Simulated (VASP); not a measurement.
PbO2:

```
Pb O
1.0
     0.00000    2.38883    2.38883
     2.38883    0.00000    2.38883
     2.38883    2.38883    0.00000
Pb O
1 2
Direct
  0.00000 0.00000 0.00000
  0.25000 0.25000 0.25000
  0.75000 0.75000 0.75000
```

```yaml
Program: VASP 6.6.1
Task: relaxation of cell and atoms
Functional: r2SCAN
Potentials_or_basis: VASP PAW PBE potentials, release 64 (Pb_d, O)
Cutoff: 600 eV
k_mesh: 8 × 8 × 8
Occupations: gaussian, width 0.1 eV
Spin: no spin polarisation
```

At the start: pressure 118.6 GPa; volume 9.09 Å³/atom.

Q: Where does the relaxation end?

A: Over 5 steps the energy falls by 948.7 meV/atom and the volume is 12.59 Å³/atom (+38.5 %); space group Fm-3m (No. 225, to 0.1 Å) before and after.

The path:
| step | energy change (eV) | largest force (eV/Å) | pressure (GPa) | volume (Å³) |
| --- | --- | --- | --- | --- |
| 1 | 0.0000 | 0.0000 | 118.63 | 27.26 |
| 2 | 0.8843 | 0.0000 | -32.87 | 63.37 |
| 3 | -2.8012 | 0.0000 | -7.24 | 39.71 |
| 4 | -2.8382 | 0.0000 | -3.22 | 38.57 |
| 5 | -2.8461 | 0.0000 | 0.11 | 37.76 |

Final structure:
```cif
data_structure
_symmetry_space_group_name_H-M 'P 1'
_symmetry_Int_Tables_number 1
_cell_length_a 3.7656
_cell_length_b 3.7656
_cell_length_c 3.7656
_cell_angle_alpha 60.000
_cell_angle_beta 60.000
_cell_angle_gamma 60.000
_cell_volume 37.76
loop_
_atom_site_label
_atom_site_type_symbol
_atom_site_fract_x
_atom_site_fract_y
_atom_site_fract_z
_atom_site_occupancy
Pb1 Pb 0.00000 0.00000 0.00000 1
O1 O 0.25000 0.25000 0.25000 1
O2 O 0.75000 0.75000 0.75000 1
```

Caveat: the volume moved by over 15 % at a fixed basis, so the end points are rough; the PAW data sets were made with another functional, which shifts forces and pressure a little.
